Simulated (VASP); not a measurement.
# W (Pm-3m) in VASP: notebook

Runs on W. Level: PBE. Tasks: single point.

Program: VASP 6.6.1. These are calculated values, not measurements. Logs are shortened: lines on timing, memory, paths and dates and some standing lists are left out, and cuts for length are marked.

### 1 The cell of the first run

Symmetry: Pm-3m, No. 221, cubic system. The conventional cell has a = 2.588 Å, b = 2.588 Å, c = 2.588 Å, α = 90.00°, β = 90.00°, γ = 90.00°. Within 3.4 Å of W (site symmetry m-3m) lie 6 W at 2.59 Å.

### 2 Single point, PBE

INCAR reads:

```
PREC     = Accurate       # precision mode
ENCUT    = 520            # plane-wave cutoff, eV
EDIFF    = 1E-6           # SCF threshold, eV
ISMEAR   = -1             # smearing method
SIGMA    = 0.06122561905347299 # smearing width, eV
LREAL    = F              # projectors in reciprocal space
LASPH    = T              # aspherical terms in the spheres
NELM     = 60             # most SCF steps
ALGO     = Normal         # electronic algorithm
ISIF     = 2              # what is computed and relaxed
LWAVE    = F              # write WAVECAR
LCHARG   = F              # write CHGCAR
GGA      = PE             # functional
NBANDS   = 13             # bands
```

KPOINTS reads:

```
regular mesh
0
Gamma
  21 21 21
```

POSCAR reads:

```
W
1.0
    2.5880565217      0.0000000000      0.0000000000
    0.0000000000      2.5880565217      0.0000000000
    0.0000000000      0.0000000000      2.5880565217
W
1
Direct
    0.0000000000      0.0000000000      0.0000000000
```

Potentials or basis: VASP PAW PBE potentials, release 64 (W_sv).

The run is started by

```bash
$ cat potpaw_PBE.64/W_sv/POTCAR > POTCAR
$ mpirun -np 1 vasp_std > vasp.out
```

OUTCAR:

```text
PREC = Accurate
   ENCUT = 520
   EDIFF = 1E-6
   ISMEAR = -1
   LREAL = F
   LASPH = T
   NELM = 60
   ISIF = 2
   GGA = PE

 ion  position               nearest neighbor table
   1  0.000  0.000  0.000-

  LATTYP: Found a simple cubic cell.
 ALAT       =     2.5880565217

  Lattice vectors:

 A1 = (   2.5880565217,   0.0000000000,   0.0000000000)
 A2 = (   0.0000000000,   2.5880565217,   0.0000000000)
 A3 = (   0.0000000000,   0.0000000000,   2.5880565217)

Analysis of symmetry for initial positions (statically):
=====================================================================
 Subroutine PRICEL returns:
 Original cell was already a primitive cell.

 Routine SETGRP: Setting up the symmetry group for a
 simple cubic supercell.

 Subroutine GETGRP returns: Found 48 space group operations
 (whereof 48 operations were pure point group operations)
 out of a pool of 48 trial point group operations.

The static configuration has the point symmetry O_h .

Analysis of symmetry for dynamics (positions and initial velocities):
=====================================================================
 Subroutine PRICEL returns:
 Original cell was already a primitive cell.

 Routine SETGRP: Setting up the symmetry group for a
 simple cubic supercell.

 Subroutine GETGRP returns: Found 48 space group operations
 (whereof 48 operations were pure point group operations)
 out of a pool of 48 trial point group operations.

The dynamic configuration has the point symmetry O_h .

 Subroutine INISYM returns: Found 48 space group operations
 (whereof 48 operations are pure point group operations),
 and found     1 'primitive' translations

----------------------------------------------------------------------------------------

                                     Primitive cell

  volume of cell :      17.3349

  direct lattice vectors                    reciprocal lattice vectors
     2.588056522  0.000000000  0.000000000     0.386390325  0.000000000  0.000000000
     0.000000000  2.588056522  0.000000000     0.000000000  0.386390325  0.000000000
     0.000000000  0.000000000  2.588056522     0.000000000  0.000000000  0.386390325

  length of vectors
     2.588056522  2.588056522  2.588056522     0.386390325  0.386390325  0.386390325

  position of ions in fractional coordinates (direct lattice)
     0.000000000  0.000000000  0.000000000

  ion indices of the primitive-cell ions
   primitive index   ion index
                 1           1

----------------------------------------------------------------------------------------
[... 80 lines left out ...]
   PSTRESS=    0.0 pullay stress
   NELECT =      14.0000    total number of electrons
   NUPDOWN=      -1.0000    fix difference up-down
   EMIN   =  10.00;   EMAX   =-10.00  energy-range for DOS
   EFERMI =   0.00;   METHOD = LEGACY
   ISMEAR =    -1;   SIGMA  =   0.06  broadening in eV -4-tet -1-fermi 0-gaus
   EFERMI_NEDOS =   21; number of points for ismear=-14 and -15
   IALGO  =     38    algorithm
   IMIX   =      4    mixing-type and parameters
     AMIX     =   0.40;   BMIX     =  1.00
     AMIX_MAG =   1.60;   BMIX_MAG =  1.00
  volume/ion in A,a.u.               =      17.33       116.98
  Fermi-wavevector in a.u.,A,eV,Ry     =   1.524557  2.880996 31.623681  2.324275
  Thomas-Fermi vector in A             =   2.632848
   LORBIT       =      0    0 simple, 1 ext, 2 COOP (PROOUT), +10 PAW based schemes
   GGA     = PE    functional components
   LHFCALC =     F    Hartree Fock is set to
   AEXX    =    0.0000 exact exchange contribution
   IVDW    =     0    specifies the selected vdW correction
   LEPSILON=     F    determine dielectric tensor
   LRPA    =     F    only Hartree local field effects (RPA)
 non-spin polarized calculation
  energy-cutoff  :      520.00
  volume of cell :       17.33
 maximum number of plane-waves:       480
 NGX is ok and might be reduce to    20
   NGX =  9   NGY =  9   NGZ =  9

 number of electron      14.0000004 magnetization

 Free energy of the ion-electron system (eV)
  ---------------------------------------------------
  ext. energy  EPLUGINS =         0.00000000
  ---------------------------------------------------
  free energy    TOTEN  =       -11.46706930 eV

  energy without entropy =      -11.45494846  energy(sigma->0) =      -11.46100888

 E-fermi :  10.1145     XC(G=0): -12.9902

 val. band max:       10.1077844785   @ k =   0.3810   0.3810   0.1429
 cond. band min:      10.1168438696   @ k =   0.4762   0.2857   0.1429
 fundamental gap:      0.0090593910
 Fermi energy:        10.1144826561

 k-point     1 :       0.0000    0.0000    0.0000
  band No.  band energies     occupation
      1     -63.9686      2.00000
      2     -27.4983      2.00000
      3     -27.4983      2.00000
      4     -27.4983      2.00000
      5       1.2375      2.00000
      6       5.4645      2.00000
      7       5.4645      2.00000
      8      15.1595      0.00000
      9      15.1595      0.00000
     10      15.1595      0.00000
     11      25.2234      0.00000
     12      25.2234      0.00000
     13      25.2234      0.00000
[... 354 lines left out ...]
  band No.  band energies     occupation
      1     -63.9203      2.00000
      2     -27.9895      2.00000
      3     -27.5938      2.00000
      4     -27.4434      2.00000
      5       2.6425      2.00000
      6       6.0295      2.00000
      7       6.9302      2.00000
      8      12.8785      0.00000
      9      13.5229      0.00000
     10      14.8257      0.00000
     11      22.0113      0.00000
     12      25.7780      0.00000
     13      28.1664      0.00000

 [... further k-points ...]

------------------------ aborting loop because EDIFF is reached ----------------------------------------

  FORCE on cell =-STRESS in cart. coord.  units (eV):
  Direction    XX          YY          ZZ          XY          YZ          ZX
  --------------------------------------------------------------------------------------
  -------------------------------------------------------------------------------------
  Total        1.5563009      1.5563009      1.5563009      0.0000000      0.0000000      0.0000000
  in kB      143.8410620    143.8410620    143.8410620      0.0000000      0.0000000      0.0000000
  external PRESSURE =     143.8410620 kB  Pullay stress =       0.0000000 kB

 VOLUME and BASIS-vectors are now :
 -----------------------------------------------------------------------------
  energy-cutoff  :      520.00
  volume of cell :       17.33
      direct lattice vectors                 reciprocal lattice vectors
     2.588056522  0.000000000  0.000000000     0.386390325  0.000000000  0.000000000
     0.000000000  2.588056522  0.000000000     0.000000000  0.386390325  0.000000000
     0.000000000  0.000000000  2.588056522     0.000000000  0.000000000  0.386390325

 POSITION                                       TOTAL-FORCE (eV/Angst)
 -----------------------------------------------------------------------------------
      0.00000      0.00000      0.00000         0.000000      0.000000      0.000000
 -----------------------------------------------------------------------------------
    total drift:                                0.000000      0.000000      0.000000

  FREE ENERGIE OF THE ION-ELECTRON SYSTEM (eV)
  ---------------------------------------------------
  free  energy   TOTEN  =       -11.4670693019 eV

  energy  without entropy=      -11.4549484649  energy(sigma->0) =      -11.46100888
```

It took 14 s on 1 thread of Intel Xeon 6975P-C (Granite Rapids), shared host; peak memory 0.17 GiB.

Results:

```yaml
Free_energy: -11.4671 eV
Pressure: 14.4 GPa
Band_gap_on_the_k_mesh: zero (band 7 reaches 12.07 eV, above the bottom of band 8 at 8.96 eV)
```

Caveat: spin-orbit coupling is left out, which moves the levels of the heavy elements.

### 3 Single point, PBE

INCAR reads:

```
SYSTEM = W
ALGO = Normal
EDIFF = 1E-6
ENCUT = 520
GGA = PE
ISIF = 2
ISMEAR = -1
LASPH = .TRUE.
LCHARG = .FALSE.
LREAL = .FALSE.
LWAVE = .FALSE.
NBANDS = 13
NELM = 100
PREC = Accurate
SIGMA = 0.06122561905347299
```

KPOINTS reads:

```
k-points
0
G
  21 21 21
  0 0 0
```

POSCAR is that of step 2.

Potentials or basis: VASP PAW PBE potentials, release 64 (W_sv).

The run is started by

```bash
$ cat potpaw_PBE.64/W_sv/POTCAR > POTCAR
$ mpirun -np 1 vasp_std > vasp.out
```

OUTCAR:

```text
SYSTEM = W
   EDIFF = 1E-6
   ENCUT = 520
   GGA = PE
   ISIF = 2
   ISMEAR = -1
   LASPH = .TRUE.
   LREAL = .FALSE.
   NELM = 100
   PREC = Accurate

 ion  position               nearest neighbor table
   1  0.000  0.000  0.000-

  LATTYP: Found a simple cubic cell.
 ALAT       =     2.5880565217

  Lattice vectors:

 A1 = (   2.5880565217,   0.0000000000,   0.0000000000)
 A2 = (   0.0000000000,   2.5880565217,   0.0000000000)
 A3 = (   0.0000000000,   0.0000000000,   2.5880565217)

Analysis of symmetry for initial positions (statically):
=====================================================================
 Subroutine PRICEL returns:
 Original cell was already a primitive cell.

 Routine SETGRP: Setting up the symmetry group for a
 simple cubic supercell.

 Subroutine GETGRP returns: Found 48 space group operations
 (whereof 48 operations were pure point group operations)
 out of a pool of 48 trial point group operations.

The static configuration has the point symmetry O_h .

Analysis of symmetry for dynamics (positions and initial velocities):
=====================================================================
 Subroutine PRICEL returns:
 Original cell was already a primitive cell.

 Routine SETGRP: Setting up the symmetry group for a
 simple cubic supercell.

 Subroutine GETGRP returns: Found 48 space group operations
 (whereof 48 operations were pure point group operations)
 out of a pool of 48 trial point group operations.

The dynamic configuration has the point symmetry O_h .

 Subroutine INISYM returns: Found 48 space group operations
 (whereof 48 operations are pure point group operations),
 and found     1 'primitive' translations

----------------------------------------------------------------------------------------

                                     Primitive cell

  volume of cell :      17.3349

  direct lattice vectors                    reciprocal lattice vectors
     2.588056522  0.000000000  0.000000000     0.386390325  0.000000000  0.000000000
     0.000000000  2.588056522  0.000000000     0.000000000  0.386390325  0.000000000
     0.000000000  0.000000000  2.588056522     0.000000000  0.000000000  0.386390325

  length of vectors
     2.588056522  2.588056522  2.588056522     0.386390325  0.386390325  0.386390325

  position of ions in fractional coordinates (direct lattice)
     0.000000000  0.000000000  0.000000000

  ion indices of the primitive-cell ions
   primitive index   ion index
                 1           1

----------------------------------------------------------------------------------------

 KPOINTS: k-points

Automatic generation of k-mesh.
 Grid dimensions read from file:
 generate k-points for:   21   21   21

 Generating k-lattice:

  Cartesian coordinates                     Fractional coordinates (reciprocal lattice)
     0.018399539  0.000000000  0.000000000     0.047619048  0.000000000  0.000000000
     0.000000000  0.018399539  0.000000000     0.000000000  0.047619048  0.000000000
     0.000000000  0.000000000  0.018399539     0.000000000  0.000000000  0.047619048

  Length of vectors
     0.018399539  0.018399539  0.018399539

  Shift w.r.t. Gamma in fractional coordinates (k-lattice)
     0.000000000  0.000000000  0.000000000

 Subroutine IBZKPT returns following result:
 ===========================================

 Found    286 irreducible k-points:

 Following reciprocal coordinates:
            Coordinates               Weight
  0.000000  0.000000  0.000000      1.000000
  0.047619  0.000000  0.000000      6.000000
  0.095238  0.000000  0.000000      6.000000
  0.142857  0.000000  0.000000      6.000000
  0.190476  0.000000  0.000000      6.000000
  0.238095  0.000000  0.000000      6.000000
[... 16 lines left out ...]
  0.142857  0.095238  0.000000     24.000000
  0.190476  0.095238  0.000000     24.000000
 [... further k-points ...]
   k-points           NKPTS =    286   k-points in BZ     NKDIM =    286   number of bands    NBANDS=     13
   number of dos      NEDOS =    301   number of ions     NIONS =      1
   total plane-waves  NPLWV =   8000
   dimension x,y,z NGX =    20 NGY =   20 NGZ =   20
   dimension x,y,z NGXF=    40 NGYF=   40 NGZF=   40
   ions per type =               1
   NGX,Y,Z   is equivalent  to a cutoff of  12.85, 12.85, 12.85 a.u.
   NGXF,Y,Z  is equivalent  to a cutoff of  25.69, 25.69, 25.69 a.u.
 SYSTEM =  W
   PREC   = accura    normal or accurate (medium, high low for compatibility)
   ISTART =      0    job   : 0-new  1-cont  2-samecut
   ICHARG =      2    charge: 1-file 2-atom 10-const
   ISPIN  =      1    spin polarized calculation?
   LNONCOLLINEAR =      F non collinear calculations
   LSORBIT =      F    spin-orbit coupling
   LASPH  =      T    aspherical Exc in radial PAW
   ENCUT  =  520.0 eV  38.22 Ry    6.18 a.u.   4.81  4.81  4.81*2*pi/ulx,y,z
   NELM   =    100;   NELMIN=  2; NELMDL= -5     # of ELM steps
   EDIFF  = 0.1E-05   stopping-criterion for ELM
   LREAL  =      F    real-space projection
   EDIFFG = 0.1E-04   stopping-criterion for IOM
   NSW    =      0    number of steps for IOM
   IBRION =     -1    ionic relax: 0-MD 1-quasi-New 2-CG
   NFREE  =      0    steps in history (QN), initial steepest desc. (CG)
   ISIF   =      2    stress and relaxation
   ISYM   =      2    0-nonsym 1-usesym 2-fastsym
   POTIM  = 0.5000    time-step for ionic-motion
   TEBEG  =    0.0;   TEEND  =   0.0 temperature during run
   PSTRESS=    0.0 pullay stress
   NELECT =      14.0000    total number of electrons
   NUPDOWN=      -1.0000    fix difference up-down
   EMIN   =  10.00;   EMAX   =-10.00  energy-range for DOS
   EFERMI =   0.00;   METHOD = LEGACY
   ISMEAR =    -1;   SIGMA  =   0.06  broadening in eV -4-tet -1-fermi 0-gaus
   EFERMI_NEDOS =   21; number of points for ismear=-14 and -15
   IALGO  =     38    algorithm
   IMIX   =      4    mixing-type and parameters
     AMIX     =   0.40;   BMIX     =  1.00
     AMIX_MAG =   1.60;   BMIX_MAG =  1.00
  volume/ion in A,a.u.               =      17.33       116.98
  Fermi-wavevector in a.u.,A,eV,Ry     =   1.524557  2.880996 31.623681  2.324275
  Thomas-Fermi vector in A             =   2.632848
   LORBIT       =      0    0 simple, 1 ext, 2 COOP (PROOUT), +10 PAW based schemes
   GGA     = PE    functional components
   LHFCALC =     F    Hartree Fock is set to
   AEXX    =    0.0000 exact exchange contribution
   IVDW    =     0    specifies the selected vdW correction
   LEPSILON=     F    determine dielectric tensor
   LRPA    =     F    only Hartree local field effects (RPA)
 non-spin polarized calculation
  energy-cutoff  :      520.00
  volume of cell :       17.33
 maximum number of plane-waves:       480
 NGX is ok and might be reduce to    20
   NGX =  9   NGY =  9   NGZ =  9

 number of electron      14.0000004 magnetization

 Free energy of the ion-electron system (eV)
  ---------------------------------------------------
  ext. energy  EPLUGINS =         0.00000000
  ---------------------------------------------------
  free energy    TOTEN  =       -11.46706930 eV

  energy without entropy =      -11.45494846  energy(sigma->0) =      -11.46100888

 E-fermi :  10.1145     XC(G=0): -12.9902

 val. band max:       10.1077844785   @ k =   0.3810   0.3810   0.1429
 cond. band min:      10.1168438696   @ k =   0.4762   0.2857   0.1429
 fundamental gap:      0.0090593910
 Fermi energy:        10.1144826561

 k-point     1 :       0.0000    0.0000    0.0000
  band No.  band energies     occupation
      1     -63.9686      2.00000
      2     -27.4983      2.00000
      3     -27.4983      2.00000
      4     -27.4983      2.00000
      5       1.2375      2.00000
      6       5.4645      2.00000
      7       5.4645      2.00000
      8      15.1595      0.00000
      9      15.1595      0.00000
     10      15.1595      0.00000
     11      25.2234      0.00000
     12      25.2234      0.00000
     13      25.2234      0.00000

 k-point     2 :       0.0476    0.0000    0.0000
  band No.  band energies     occupation
      1     -63.9659      2.00000
      2     -27.5346      2.00000
      3     -27.4953      2.00000
      4     -27.4953      2.00000
      5       1.3166      2.00000
      6       5.4849      2.00000
      7       5.5498      2.00000
      8      15.0192      0.00000
      9      15.0192      0.00000
     10      15.1689      0.00000
     11      24.7828      0.00000
[... 339 lines left out ...]
 k-point    24 :       0.1905    0.0952    0.0000
  band No.  band energies     occupation
      1     -63.9203      2.00000
      2     -27.9895      2.00000
      3     -27.5938      2.00000
      4     -27.4434      2.00000
      5       2.6425      2.00000
      6       6.0295      2.00000
      7       6.9302      2.00000
      8      12.8785      0.00000
      9      13.5229      0.00000
     10      14.8257      0.00000
     11      22.0113      0.00000
     12      25.7780      0.00000
     13      28.1664      0.00000

 [... further k-points ...]
[... 5 lines left out ...]
  --------------------------------------------------------------------------------------
  -------------------------------------------------------------------------------------
  Total        1.5563009      1.5563009      1.5563009      0.0000000      0.0000000      0.0000000
  in kB      143.8410620    143.8410620    143.8410620      0.0000000      0.0000000      0.0000000
  external PRESSURE =     143.8410620 kB  Pullay stress =       0.0000000 kB

 VOLUME and BASIS-vectors are now :
 -----------------------------------------------------------------------------
  energy-cutoff  :      520.00
  volume of cell :       17.33
      direct lattice vectors                 reciprocal lattice vectors
     2.588056522  0.000000000  0.000000000     0.386390325  0.000000000  0.000000000
     0.000000000  2.588056522  0.000000000     0.000000000  0.386390325  0.000000000
     0.000000000  0.000000000  2.588056522     0.000000000  0.000000000  0.386390325

 POSITION                                       TOTAL-FORCE (eV/Angst)
 -----------------------------------------------------------------------------------
      0.00000      0.00000      0.00000         0.000000      0.000000      0.000000
 -----------------------------------------------------------------------------------
    total drift:                                0.000000      0.000000      0.000000

  FREE ENERGIE OF THE ION-ELECTRON SYSTEM (eV)
  ---------------------------------------------------
  free  energy   TOTEN  =       -11.4670693019 eV

  energy  without entropy=      -11.4549484649  energy(sigma->0) =      -11.46100888
```

OSZICAR:

```text
N       E                     dE             d eps       ncg     rms          rms(c)
DAV:   1     0.887667441705E+02    0.88767E+02   -0.75600E+03  7468   0.121E+03
DAV:   2    -0.100936832006E+02   -0.98860E+02   -0.94603E+02  8316   0.315E+02
DAV:   3    -0.118472914558E+02   -0.17536E+01   -0.17437E+01  8396   0.410E+01
DAV:   4    -0.118560579154E+02   -0.87665E-02   -0.87662E-02  8321   0.318E+00
DAV:   5    -0.118561431917E+02   -0.85276E-04   -0.85276E-04  8476   0.301E-01    0.191E+01
DAV:   6    -0.115422143979E+02    0.31393E+00   -0.28956E-01  7656   0.674E+00    0.832E+00
DAV:   7    -0.114696787426E+02    0.72536E-01   -0.14187E-01  8051   0.453E+00    0.520E-01
DAV:   8    -0.114670848118E+02    0.25939E-02   -0.48019E-03  7756   0.895E-01    0.287E-02
DAV:   9    -0.114670747090E+02    0.10103E-04   -0.74455E-05  8881   0.112E-01    0.403E-02
DAV:  10    -0.114670696699E+02    0.50391E-05   -0.17189E-05  8076   0.532E-02    0.828E-03
DAV:  11    -0.114670693019E+02    0.36799E-06   -0.32074E-07  4988   0.657E-03
   1 F= -.11467069E+02 E0= -.11461009E+02  d E =-.121208E-01
```

It took 14 s on 1 thread of Intel Xeon 6975P-C (Granite Rapids), shared host; peak memory 0.17 GiB.

Results:

```
Free energy            : -11.4671 eV
Pressure               : 14.4 GPa
Band gap on the k mesh : zero (band 7 reaches 12.07 eV, above the bottom of band 8 at 8.96 eV)
```

Levels at points of the mesh, in eV from the Fermi level:
```tsv
k point	band 5	band 6	band 7	band 8	band 9	band 10
(0.00, 0.00, 0.00)	-8.88	-4.65	-4.65	5.05	5.05	5.05
```

Caveat: spin-orbit coupling is left out, which moves the levels of the heavy elements.

[end of part 1 of 2]
